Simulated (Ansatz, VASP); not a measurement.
## Two plane-wave programs on NaCl

```xyz
2
Lattice="3.2220 0.0000 0.0000 0.0000 3.2220 0.0000 0.0000 0.0000 3.5022" Properties=species:S:1:pos:R:3 pbc="T T T"
Na    0.0000    0.0000    0.0000
Cl    1.6110    1.6110    1.7511
```

Change from the starting cell: strain -0.080 along x and y, +0.000 along z, atoms carried along.

Alike in both runs: task single point; functional PBEsol; k mesh 6 × 6 × 6; occupations gaussian, width 0.05 eV; no spin polarisation.

|  | VASP | Ansatz |
| --- | --- | --- |
| version | VASP 6.6.1 | Ansatz 0.2.0 |
| potentials or method | VASP PAW PBE potentials, release 64 (Na_pv, Cl), cutoff 520 eV | scalar-relativistic, plane waves, PAW |
| valence electrons in the cell | 14 | 16 |

```tsv
	VASP	Ansatz	Ansatz less VASP
gap on the k mesh at the Fermi level (eV)	4.06	4.06	+0.003
least direct gap on the mesh (eV)	4.65	4.65	+0.002
pressure (GPa)	4.8	4.7	-0.04
traceless stress, the component that is largest in VASP (GPa)	-5.42	-5.43	-0.006
```

VASP's potentials were made for PBE, not for PBEsol. With one functional, cell and mesh, what is left measures potentials, basis and numerics. VASP's potentials hold 14 valence electrons a cell and Ansatz's 16, so a difference there can come from the potentials and not from the codes.
